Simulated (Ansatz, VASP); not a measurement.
# TlBr: VASP beside Ansatz

```
CELL_PARAMETERS angstrom
4.09226 0.00000 0.00000
0.00000 4.09226 0.00000
0.00000 0.00000 4.09226
ATOMIC_POSITIONS crystal
Tl 0.00000 0.00000 0.00000
Br 0.50000 0.50000 0.50000
```

Alike in both runs: task single point; functional PBE; k mesh 6 × 6 × 6; no spin polarisation.

|  | VASP | Ansatz |
| --- | --- | --- |
| version | VASP 6.6.1 | Ansatz 0.2.0 |
| potentials or method | VASP PAW PBE potentials, release 64 (Tl_d, Br) | plane waves, PAW |
| plane-wave cutoff (eV) | 500 | 420 |
| occupations | gaussian, width 0.01 eV | fixed |
| valence electrons in the cell | 20 | 20 |

```tsv
	VASP	Ansatz	Ansatz less VASP
gap on the k mesh at the Fermi level (eV)	2.07	2.06	-0.006
pressure (GPa)	-0.6	-0.5	+0.03
```

Spin-orbit coupling is off throughout.
